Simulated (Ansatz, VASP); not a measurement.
GaN: VASP beside Ansatz

POSCAR

```
GaN
1.0
    3.3000346668      0.0000000000      0.0000000000
   -1.6500173334      2.8579138548      0.0000000000
    0.0000000000      0.0000000000      4.7701428634
Ga N
2 2
Direct
    0.3333333333      0.6666666667      0.2500000000
    0.6666666667      0.3333333333      0.7500000000
    0.6666666667      0.3333333333      0.2500000000
    0.3333333333      0.6666666667      0.7500000000
```

Contents of INCAR.step1:

```
SYSTEM = GaN
  PREC = Accurate
  ENCUT = 520
  ISMEAR = 0
  SIGMA = 0.01
  LREAL = .False.
  LASPH = .True.
  NELM = 100
  NBANDS = 26
  GGA = PE
  ALGO = Normal
  EDIFF = 1E-4
  LWAVE = .True.
  LCHARG = .False.
```

File INCAR.step2:

```
SYSTEM = GaN
  PREC = Accurate
  ENCUT = 520
  EDIFF = 1E-6
  ISMEAR = 0
  SIGMA = 0.01
  LREAL = .False.
  LASPH = .True.
  NELM = 100
  ALGO = Normal
  ISIF = 2
  LWAVE = .False.
  LCHARG = .False.
  METAGGA = R2SCAN
  LMIXTAU = .True.
  NBANDS = 26
  ISTART = 1
```

KPOINTS

```
regular mesh
0
Gamma
  12 12 6
  0 0 0
```

Input for Ansatz:

```yaml
crystal:
  lattice:
    - [3.3000346668, 0.0, 0.0]
    - [-1.6500173334, 2.8579138548, 0.0]
    - [0.0, 0.0, 4.7701428634]
  atoms:
    - { symbol: Ga, position: [0.3333333333, 0.6666666667, 0.25] }
    - { symbol: Ga, position: [0.6666666667, 0.3333333333, 0.75] }
    - { symbol: "N", position: [0.6666666667, 0.3333333333, 0.25] }
    - { symbol: "N", position: [0.3333333333, 0.6666666667, 0.75] }
kpoints:
  mp_grid: { grid: [12, 12, 6] }
  band_path:
    path:
      - [0.0, 0.0, 0.0]
      - [0.5, 0.0, 0.0]
      - [0.3333333333, 0.3333333333, 0.0]
      - [0.0, 0.0, 0.5]
      - [0.5, 0.0, 0.5]
      - [0.3333333333, 0.3333333333, 0.5]
    npoints: 1
hamiltonian:
  xc: r2scan
scf:
  occupations: { method: fixed }
  n_extra_bands: 5
output:
  forces: true
  stress: true
  eigenvalues: true
```

Change from the starting cell: uniaxial_z strain +0.3%.

Alike in both runs: task single point; functional r2SCAN; k mesh 12 × 12 × 6; no spin polarisation.

|  | VASP | Ansatz |
| --- | --- | --- |
| version | VASP 6.6.1 | Ansatz 0.2.0 |
| potentials or method | VASP PAW PBE potentials, release 64 (Ga_d, N) | plane waves, PAW |
| plane-wave cutoff (eV) | 520 | 500 |
| occupations | gaussian, width 0.01 eV | fixed |
| valence electrons in the cell | 36 | 36 |

```csv
,VASP,Ansatz,Ansatz less VASP
gap on the k mesh at the Fermi level (eV),1.86,1.85,-0.009
pressure (GPa),0.6,-0.4,-0.94
"traceless stress, the component that is largest in VASP (GPa)",-1.05,-0.04,+1.003
```

VASP's potentials were made for PBE, not for r2SCAN.
